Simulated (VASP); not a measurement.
Write the native input for VASP 6.6.1 that does the following.

| Quantity | Value |
| --- | --- |
| Task | single point |
| Functional | PBE |
| Potentials or basis | VASP PAW PBE potentials, release 64 (S, W_sv, Ta_pv) |
| Cutoff | 500 eV |
| k mesh | 6 × 6 × 6 |
| Occupations | gaussian, width 0.1027 eV |
| Spin | no spin polarisation |
| Dipole correction | no |
| Further INCAR settings | ALGO = Normal; EDIFF = 1e-06; NBANDS = 46 |

The structure of Ta2WS6 lies in POSCAR:

```
Ta2WS6
1.0
    0.0000000000      3.2684550000      0.0000000000
    5.8871160000     -1.6342280000      0.0000000000
   -1.5709160000      1.6342280000     -8.9764150000
S W Ta
6 1 2
Direct
    0.0112900000      0.7815400000      0.7589600000
    0.9887100000      0.2184600000      0.2410400000
    0.7809600000      0.6891400000      0.1272200000
    0.2190400000      0.3108600000      0.8727800000
    0.3412700000      0.2224500000      0.5399100000
    0.6587300000      0.7775500000      0.4600900000
    0.0000000000      0.0000000000      0.0000000000
    0.3151400000      0.9239500000      0.2936700000
    0.6848600000      0.0760500000      0.7063300000
```

One way to write it, as run:

INCAR

```
SYSTEM = Ta2WS6
PREC     = Accurate       ! precision mode
ENCUT    = 500            ! plane-wave cutoff, eV
EDIFF    = 1E-6           ! SCF threshold, eV
ISMEAR   = 0              ! smearing method
SIGMA    = 0.1027         ! smearing width, eV
LREAL    = .FALSE.        ! projectors in reciprocal space
LASPH    = .TRUE.         ! aspherical terms in the spheres
NELM     = 120            ! most SCF steps
ALGO     = Normal         ! electronic algorithm
ISIF     = 2              ! what is computed and relaxed
LWAVE    = .FALSE.        ! write WAVECAR
LCHARG   = .FALSE.        ! write CHGCAR
GGA      = PE             ! functional
NBANDS   = 46             ! bands
GGA_COMPAT= .FALSE.
```

KPOINTS

```
regular mesh
0
G
  6 6 6
  0 0 0
```

Potentials or basis: VASP PAW PBE potentials, release 64 (S, W_sv, Ta_pv).

Run with:

```sh
$ cat potpaw_PBE.64/S/POTCAR potpaw_PBE.64/W_sv/POTCAR potpaw_PBE.64/Ta_pv/POTCAR > POTCAR
$ mpirun -np 1 vasp_std > vasp.out
```

Results of the run:

* Pressure: 3.9 GPa
* Largest force: 1.172 eV/Å
* Band gap on the k mesh: zero (bands 36 and 37 overlap by 0.32 eV)

Caveat: the cell stands under pressure; spin-orbit coupling is left out, which moves the levels of the heavy elements; forces of over 1 eV/Å act on the atoms, so gaps and moduli don't describe the material at rest.

Run time: 14 min on 1 thread of AMD EPYC 7R43 64-Core Processor (Zen 3), with other jobs on the host, peak memory 0.52 GiB.
